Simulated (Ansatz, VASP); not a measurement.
# One calculation of Ca, two programs

```
CELL_PARAMETERS angstrom
0.00000 2.68243 2.90597
2.68243 0.00000 2.90597
2.68243 2.68243 0.00000
ATOMIC_POSITIONS crystal
Ca 0.00000 0.00000 0.00000
```

Change from the starting cell: strain -0.040 along x and y, +0.040 along z, atoms carried along.

Alike in both runs: task single point; functional PBE; k mesh 14 × 14 × 14; occupations gaussian, width 0.15 eV; no spin polarisation.

|  | VASP | Ansatz |
| --- | --- | --- |
| version | VASP 6.6.1 | Ansatz 0.2.0 |
| potentials or method | VASP PAW PBE potentials, release 64 (Ca_sv), cutoff 520 eV | scalar-relativistic, plane waves, PAW |
| valence electrons in the cell | 10 | 10 |

Ansatz gave:

```
gap on the k mesh at the Fermi level (eV)                     : none
pressure (GPa)                                                : 0.1
traceless stress, the component that is largest in VASP (GPa) : -0.60
```

**Question.** What did VASP give for the same quantities?

**Answer.** gap on the k mesh at the Fermi level (eV): none; pressure (GPa): 0.2; traceless stress, the component that is largest in VASP (GPa): -0.60.

A gap of «none» marks a metal or a gap that the smearing closes.
